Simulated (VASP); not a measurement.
Li2O, 3 atoms in the cell. Symmetry: Fm-3m, No. 225, cubic system. The conventional cell has a = 4.429 Å, b = 4.429 Å, c = 4.429 Å, α = 90.00°, β = 90.00°, γ = 90.00°. Within 2.5 Å of Li (site symmetry -43m) lie 4 O at 1.92 Å and 6 Li at 2.21 Å. O (site symmetry m-3m) has 8 Li at 1.92 Å within 2.5 Å. 

| Item | Value |
| --- | --- |
| Program | VASP 6.6.1 |
| Task | phonons |
| Functional | r2SCAN |
| Potentials or basis | VASP PAW PBE potentials, release 64 (Li_sv, O) |
| Cutoff | 830 eV |
| k mesh | 8 × 8 × 8 |
| Occupations | gaussian, width 0.01 eV |
| Spin | no spin polarisation |
| Dipole correction | no |
| Further INCAR settings | ALGO = Normal; EDIFF = 1e-08; IBRION = 6; POTIM = 0.015; NSW = 1 |

Potentials or basis: VASP PAW PBE potentials, release 64 (Li_sv, O).

Run with:

```console
$ cat potpaw_PBE.64/Li_sv/POTCAR potpaw_PBE.64/O/POTCAR > POTCAR
$ mpirun -np 1 vasp_std > vasp.out
```

Hardware: 1 thread of Intel(R) Xeon(R) Platinum 8259CL CPU @ 2.50GHz (Skylake/Cascade Lake), with other jobs on the host.

Q: Estimate the wall time of this run.

A: Run time: 9.5 min on 1 thread of Intel(R) Xeon(R) Platinum 8259CL CPU @ 2.50GHz (Skylake/Cascade Lake), on a shared host, peak memory 0.22 GiB. Counts: scf iterations 72, k points 29.
